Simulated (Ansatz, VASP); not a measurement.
Two plane-wave programs on MgO

```
Mg O
1.0
     3.52132    0.00000    0.00000
    -1.76066    3.04955    0.00000
     0.00000    0.00000    4.19700
Mg O
2 2
Direct
  0.66667 0.33333 0.75000
  0.33333 0.66667 0.25000
  0.66667 0.33333 0.25000
  0.33333 0.66667 0.75000
```

Alike in both runs: task single point; functional PBE; k mesh 9 × 9 × 6; occupations gaussian, width 0.05 eV; no spin polarisation.

|  | VASP | Ansatz |
| --- | --- | --- |
| version | VASP 6.6.1 | Ansatz 0.2.0 |
| potentials or method | VASP PAW PBE potentials, release 64 (Mg, O), cutoff 520 eV | scalar-relativistic, plane waves, PAW |
| valence electrons in the cell | 16 | 32 |

VASP gave:

| Item | Value |
| --- | --- |
| gap on the k mesh at the Fermi level (eV) | 3.32 |
| least direct gap on the mesh (eV) | 3.32 |
| pressure (GPa) | 0.7 |
| traceless stress, the component that is largest in VASP (GPa) | 1.04 |

**Question.** Estimate Ansatz's values.

**Answer.** gap on the k mesh at the Fermi level (eV): 3.34; least direct gap on the mesh (eV): 3.34; pressure (GPa): 1.3; traceless stress, the component that is largest in VASP (GPa): 1.15.

The functional is the same, so the differences come from potentials, cutoffs and numerics. VASP's potentials hold 16 valence electrons a cell and Ansatz's 32, so a difference there can come from the potentials and not from the codes.
